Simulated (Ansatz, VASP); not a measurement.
## Two plane-wave programs on ZrB2

```xyz
6
Lattice="-2.2435 2.2435 3.1536 2.2435 -2.2435 3.1536 2.2435 2.2435 -3.1536" Properties=species:S:1:pos:R:3 pbc="T T T"
Zr    0.0000    0.0000    0.3750
Zr    0.0000    2.2435    1.9518
B     2.2435    1.3025    1.0630
B     0.0000    0.9410    4.2165
B     1.3025    0.0000    2.6398
B     0.9410    2.2435   -0.5138
```

Alike in both runs: functional PBE; k mesh 12 × 12 × 12; occupations gaussian, width 0.1 eV; no spin polarisation.

Ansatz relaxed the structure, and its values are those at the end. VASP's run is a single point on that final structure, the one shown.

```csv
,VASP,Ansatz
version,VASP 6.6.1,Ansatz 0.2.0
potentials or method,"VASP PAW PBE potentials, release 64 (Zr_sv, B), cutoff 520 eV","scalar-relativistic, plane waves, PAW"
valence electrons in the cell,36,36
```

|  | VASP | Ansatz | Ansatz less VASP |
| --- | --- | --- | --- |
| gap on the k mesh at the Fermi level (eV) | none | none | - |
| pressure (GPa) | 0.1 | 0.0 | -0.10 |
| rms of the force components (eV/Å) | 0.004 | 0.003 | -0.0006 |

A gap of «none» marks a metal or a gap that the smearing closes. With one functional, cell and mesh, what is left measures potentials, basis and numerics.
